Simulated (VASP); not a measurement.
Pt, 1 atom in the cell. It takes space group Fm-3m (No. 225, cubic). The conventional cell has a = 3.922 Å, b = 3.922 Å, c = 3.922 Å, α = 90.00°, β = 90.00°, γ = 90.00°. Pt (site symmetry m-3m) has 12 Pt at 2.77 Å within 3.7 Å. 

```yaml
Program: VASP 6.6.1
Task: elastic constants
Functional: PBEsol
Potentials_or_basis: VASP PAW PBE potentials, release 64 (Pt)
Cutoff: 600 eV
k_mesh: 20 × 20 × 20
Occupations: fermi-dirac, width 0.15 eV
Spin: no spin polarisation
Dipole_correction: no
Ions_in_elastic_constants: relaxed
Further_INCAR_settings: ALGO = Fast; EDIFF = 1e-08; IBRION = 6; POTIM = 0.015; NSW = 1; ISIF = 3
```

Potentials or basis: VASP PAW PBE potentials, release 64 (Pt).

The run is started by

```sh
$ cat potpaw_PBE.64/Pt/POTCAR > POTCAR
$ mpirun -np 1 vasp_std > vasp.out
```

Hardware: 1 thread of AMD EPYC 9R45 96-Core Processor (Zen 5) (shared host).

**Question.** Estimate the wall time of this run.

**Answer.** Wall time 28 min on 1 thread of AMD EPYC 9R45 96-Core Processor (Zen 5), with other jobs on the host, peak memory 0.71 GiB. Counts: scf iterations 177, k points 256.
